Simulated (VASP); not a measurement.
The system is KMgF3.

```xyz
5
Lattice="4.0482 0.0000 0.0000 0.0000 4.0482 0.0000 0.0000 0.0000 4.0482" Properties=species:S:1:pos:R:3 pbc="T T T"
K     2.0241    2.0241    2.0241
Mg    0.0000    0.0000    0.0000
F     2.0241    0.0000    0.0000
F     0.0000    2.0241    0.0000
F     0.0000    0.0000    2.0241
```

```yaml
Program: VASP 6.6.1
Task: relaxation of cell and atoms
Functional: r2SCAN
Potentials_or_basis: VASP PAW PBE potentials, release 64 (K_sv, Mg, F)
Cutoff: 600 eV
k_mesh: 6 × 6 × 6
Occupations: fermi-dirac, width 0.1043 eV
Spin: no spin polarisation
```

At the start: pressure -4.2 GPa; volume 13.27 Å³/atom.

**Question.** How do energy, volume and symmetry change on relaxing?

**Answer.** Over 3 steps the energy falls by 10.9 meV/atom and the volume is 12.50 Å³/atom (-5.8 %); space group Pm-3m (No. 221, to 0.05 Å).

Step by step:
| step | energy change (eV) | largest force (eV/Å) | pressure (GPa) | volume (Å³) |
| --- | --- | --- | --- | --- |
| 1 | 0.0000 | 0.0000 | -4.23 | 66.34 |
| 2 | -0.0530 | 0.0000 | -0.72 | 63.04 |
| 3 | -0.0543 | 0.0000 | -0.04 | 62.49 |

Final structure:
```
K Mg F
1.0
     3.96832    0.00000    0.00000
     0.00000    3.96832    0.00000
     0.00000    0.00000    3.96832
K Mg F
1 1 3
Direct
  0.50000 0.50000 0.50000
  0.00000 0.00000 0.00000
  0.50000 0.00000 0.00000
  0.00000 0.50000 0.00000
  0.00000 0.00000 0.50000
```

Caveat: the PAW data sets were made with another functional, which shifts forces and pressure a little.
